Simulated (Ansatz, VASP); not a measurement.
# Two plane-wave programs on V

File POSCAR:

```
V
1.0
    1.6526984278      0.9541858822      3.0647310873
   -1.6526984278      0.9541858822      3.0647310873
    0.0000000000     -1.9083717644      3.0647310873
V
2
Direct
    0.2275400000      0.2275400000      0.2275400000
    0.7724600000      0.7724600000      0.7724600000
```

File INCAR.step1:

```
SYSTEM = V
PREC = Accurate
ENCUT = 600
ISMEAR = 0
SIGMA = 0.1
LREAL = .FALSE.
LASPH = .TRUE.
NELM = 150
ISPIN = 2
MAGMOM = 0.49 0.49
LMAXMIX = 4
GGA = PE
ALGO = Normal
EDIFF = 1E-4
LWAVE = .TRUE.
LCHARG = .FALSE.
```

Contents of INCAR.step2:

```
SYSTEM = V
PREC = Accurate
ENCUT = 600
EDIFF = 1E-6
ISMEAR = 0
SIGMA = 0.1
LREAL = .FALSE.
LASPH = .TRUE.
NELM = 150
ALGO = Normal
ISIF = 3
LWAVE = .FALSE.
LCHARG = .FALSE.
ISPIN = 2
MAGMOM = 0.49 0.49
LORBIT = 11
LMAXMIX = 4
METAGGA = R2SCAN
LMIXTAU = .TRUE.
IBRION = 2
NSW = 90
EDIFFG = -0.04
ISTART = 1
```

The input KPOINTS:

```
Automatic mesh
0
G
  6 6 6
  0 0 0
```

Input for Ansatz:

```yaml
crystal:
  lattice:
    - [1.6526984278, 0.9541858822, 3.0647310873]
    - [-1.6526984278, 0.9541858822, 3.0647310873]
    - [0.0, -1.9083717644, 3.0647310873]
  atoms:
    - { symbol: V, position: [0.22754, 0.22754, 0.22754], spin: 0.49 }
    - { symbol: V, position: [0.77246, 0.77246, 0.77246], spin: 0.49 }
basis:
  ecutwfc: 500
kpoints:
  mp_grid: { grid: [6, 6, 6] }
hamiltonian:
  xc: r2scan
scf:
  occupations: { method: gaussian, width: 0.1 }
  lower_state_search: "off"
output:
  forces: true
  stress: true
  eigenvalues: true
  populations: true
magnetization:
  spin_polarized: true
relax:
  adjacent_minimum: "off"
  f_tol: 0.04
  max_steps: 70
  cell: { stress_tol: 0.4 }
```

Alike in both runs: task relaxation of cell and atoms; functional r2SCAN; k mesh 6 × 6 × 6; occupations gaussian, width 0.1 eV; collinear spin.

|  | VASP | Ansatz |
| --- | --- | --- |
| version | VASP 6.6.1 | Ansatz 0.2.0 |
| potentials or method | VASP PAW PBE potentials, release 64 (V_sv), cutoff 600 eV | scalar-relativistic, plane waves, PAW |
| valence electrons in the cell | 26 | 26 |

Ansatz gave:

| Property | Result |
| --- | --- |
| gap on the k mesh at the Fermi level, each at its own relaxed structure (eV) | none |
| net moment per atom (μB) | 0.00 |
| relaxed volume (Å³/atom) | 13.58 |
| relaxed length of the cell vector where the two differ most in proportion (Å) | 4.239 |

Task: What did VASP give for the same quantities?

Result: gap on the k mesh at the Fermi level, each at its own relaxed structure (eV): none; net moment per atom (μB): 0.00; relaxed volume (Å³/atom): 13.62; relaxed length of the cell vector where the two differ most in proportion (Å): 4.241.

VASP's potentials were made for PBE, not for r2SCAN. A gap of «none» marks a metal or a gap that the smearing closes. Ansatz's warnings: seeded moment not kept.

The k mesh is coarse, so the values compare programs but aren't converged.
